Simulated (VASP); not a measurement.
Set up this calculation in VASP 6.6.1, as the native input.

```
Task                   : single point
Functional             : PBE
Potentials or basis    : VASP PAW PBE potentials, release 64 (B, As)
Cutoff                 : 520 eV
k mesh                 : 8 × 8 × 8
Occupations            : gaussian, width 0.1 eV
Spin                   : no spin polarisation
Dipole correction      : no
Further INCAR settings : ALGO = Normal; EDIFF = 1e-06; NBANDS = 38
```

The structure of B5As2 lies in POSCAR:

```
B5As2
1.0
    0.0000000000      4.2841316601      4.2841316601
    4.2841316601      0.0000000000      4.2841316601
    4.2841316601      4.2841316601      0.0000000000
B As
10 4
Direct
    0.2500000000      0.2500000000      0.2500000000
    0.0000000000      0.0000000000      0.0000000000
    0.3669567441      0.3669567441      0.3669567441
    0.3508702324      0.8830432559      0.8830432559
    0.3669567441      0.3669567441      0.8991297676
    0.8830432559      0.3508702324      0.8830432559
    0.8991297676      0.3669567441      0.3669567441
    0.8830432559      0.8830432559      0.8830432559
    0.3669567441      0.8991297676      0.3669567441
    0.8830432559      0.8830432559      0.3508702324
    0.6250000000      0.6250000000      0.6250000000
    0.1250000000      0.6250000000      0.6250000000
    0.6250000000      0.6250000000      0.1250000000
    0.6250000000      0.1250000000      0.6250000000
```

One way to write it, as run:

INCAR

```
PREC = Accurate ; ENCUT = 520
EDIFF = 1E-6 ; ISMEAR = 0
SIGMA = 0.1 ; LREAL = False
LASPH = True ; NELM = 60
ALGO = Normal ; ISIF = 2
LWAVE = False ; LCHARG = True
GGA = PE ; LELF = True
LVHAR = True ; NBANDS = 38
```

KPOINTS

```
regular mesh
0
Gamma
  8 8 8
```

Potentials or basis: VASP PAW PBE potentials, release 64 (B, As).

The run is started by

```console
$ cat potpaw_PBE.64/B/POTCAR potpaw_PBE.64/As/POTCAR > POTCAR
$ mpirun -np 1 vasp_std > vasp.out
```

It gave:

| Item | Value |
| --- | --- |
| Pressure | 0.4 GPa |
| Largest force | 0.037 eV/Å |
| Band gap on the k mesh | zero (band 25 reaches 7.33 eV, above the bottom of band 26 at 5.46 eV) |

It took 100 s on 1 thread of Intel(R) Xeon(R) 6975P-C (Granite Rapids) (shared host), peak memory 0.38 GiB.
